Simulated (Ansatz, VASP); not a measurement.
# Ru5C in VASP and in Ansatz

File INCAR:

```
SYSTEM = Ru5C
  ALGO = Normal
  DIPOL = 0.5 0.5 0.377
  EDIFF = 1E-6
  ENCUT = 520
  GGA = CA
  IDIPOL = 3
  ISIF = 2
  ISMEAR = 0
  ISPIN = 2
  KPAR = 4
  LASPH = .True.
  LCHARG = .False.
  LDIPOL = .True.
  LMAXMIX = 4
  LORBIT = 11
  LREAL = .False.
  LWAVE = .False.
  MAGMOM = 0 0 0 0 0 2
  NBANDS = 50
  NELM = 150
  PREC = Accurate
  SIGMA = 0.1
```

KPOINTS

```
k-points
0
Gamma
  12 12 1
  0 0 0
```

File POSCAR:

```
Ru5C
1.0
    2.6740588505      0.0000000000      0.0000000000
   -1.3370294253      2.3158028958      0.0000000000
    0.0000000000      0.0000000000     25.3999246690
Ru C
5 1
Direct
    0.6666666667      0.3333333333      0.1574807820
    0.3333333333      0.6666666667      0.2406849853
    0.6666666667      0.3333333333      0.3240221034
    0.3333333333      0.6666666667      0.4078536871
    0.6666666667      0.3333333333      0.4881874585
    1.1666666667      0.3333333333      0.6444871346
```

Input for Ansatz:

```yaml
crystal:
  lattice:
    - [2.6740588505, 0.0, 0.0]
    - [-1.3370294253, 2.3158028958, 0.0]
    - [0.0, 0.0, 25.399924669]
  atoms:
    - { symbol: Ru, position: [0.6666666667, 0.3333333333, 0.157480782] }
    - { symbol: Ru, position: [0.3333333333, 0.6666666667, 0.2406849853] }
    - { symbol: Ru, position: [0.6666666667, 0.3333333333, 0.3240221034] }
    - { symbol: Ru, position: [0.3333333333, 0.6666666667, 0.4078536871] }
    - { symbol: Ru, position: [0.6666666667, 0.3333333333, 0.4881874585] }
    - { symbol: C, position: [1.1666666667, 0.3333333333, 0.6444871346], spin: 2.0 }
basis:
  ecutwfc: 420
kpoints:
  mp_grid: { grid: [12, 12, 1] }
hamiltonian:
  xc: lda
  pseudopotentials: { kind: paw, azcp: { folder: soft_1 } }
scf:
  occupations: { method: gaussian, width: 0.1 }
output:
  forces: true
  eigenvalues: true
  populations: true
magnetization:
  spin_polarized: true
efield:
  axis: 3
  dipole_correction: true
  ramp_width: 0.04
```

Alike in both runs: task single point; functional LDA; k mesh 12 × 12 × 1; occupations gaussian, width 0.1 eV; collinear spin.

```csv
,VASP,Ansatz
version,VASP 6.6.1,Ansatz 0.2.0
potentials or method,"VASP PAW LDA potentials, release 64 (Ru_pv, C), cutoff 520 eV","scalar-relativistic, plane waves, PAW"
valence electrons in the cell,74,84
```

|  | VASP | Ansatz | Ansatz less VASP |
| --- | --- | --- | --- |
| gap on the k mesh at the Fermi level (eV) | none | none | - |
| rms of the force components (eV/Å) | 0.255 | 0.261 | +0.0058 |
| net moment per atom (μB) | 0.03 | 0.04 | +0.002 |
| size of the moment on the site where the two differ most (μB) | 0.10 | 0.17 | +0.071 |

Ansatz warns that its potentials were made for another functional, while VASP's fit it. LDA's correlation is that of Perdew and Zunger in VASP and of Perdew and Wang (1992) in Ansatz. Site moments also hang on the region over which each program counts them. Atom by atom the forces differ by 0.019 eV/Å (rms over components). A gap of «none» marks a metal or a gap that the smearing closes. VASP's potentials hold 74 valence electrons a cell and Ansatz's 84, so a difference there can come from the potentials and not from the codes.
